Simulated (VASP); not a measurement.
Write the native input for VASP 6.6.1 that does the following.

- Task: single point
- Functional: LDA
- Potentials or basis: VASP PAW LDA potentials, release 64 (Al, Cu)
- Cutoff: 520 eV
- k mesh: 10 × 10 × 14
- Occupations: gaussian, width 0.15 eV
- Spin: no spin polarisation
- Dipole correction: no
- Further INCAR settings: ALGO = Fast; EDIFF = 1e-06; NBANDS = 16

The structure of Al2Cu lies in POSCAR:

```
Al2Cu
1.0
    4.2309000000      0.0000000000      0.0000000000
    0.0000000000      4.2309000000      0.0000000000
    0.0000000000      0.0000000000      3.0471000000
Al Cu
2 1
Direct
    0.5000000000      0.0000000000      0.5000000000
    0.0000000000      0.5000000000      0.5000000000
    0.0000000000      0.0000000000      0.0000000000
```

The input as run:

INCAR

```
PREC     = Accurate       # precision mode
ENCUT    = 520            # plane-wave cutoff, eV
EDIFF    = 1E-6           # SCF threshold, eV
ISMEAR   = 0              # smearing method
SIGMA    = 0.15           # smearing width, eV
LREAL    = False          # projectors in reciprocal space
LASPH    = True           # aspherical terms in the spheres
NELM     = 80             # most SCF steps
ALGO     = Fast           # electronic algorithm
ISIF     = 2              # what is computed and relaxed
LWAVE    = False          # write WAVECAR
LCHARG   = False          # write CHGCAR
GGA      = CA             # functional
NBANDS   = 16             # bands
```

KPOINTS

```
regular mesh
0
Gamma
  10 10 14
```

Potentials or basis: VASP PAW LDA potentials, release 64 (Al, Cu).

Run with:

```bash
$ cat potpaw_LDA.64/Al/POTCAR potpaw_LDA.64/Cu/POTCAR > POTCAR
$ mpirun -np 1 vasp_std > vasp.out
```

It gave:

* Pressure: -11.4 GPa

It took 50 s on 1 thread of Intel(R) Xeon(R) 6975P-C (Granite Rapids), with other jobs on the host, peak memory 0.24 GiB.
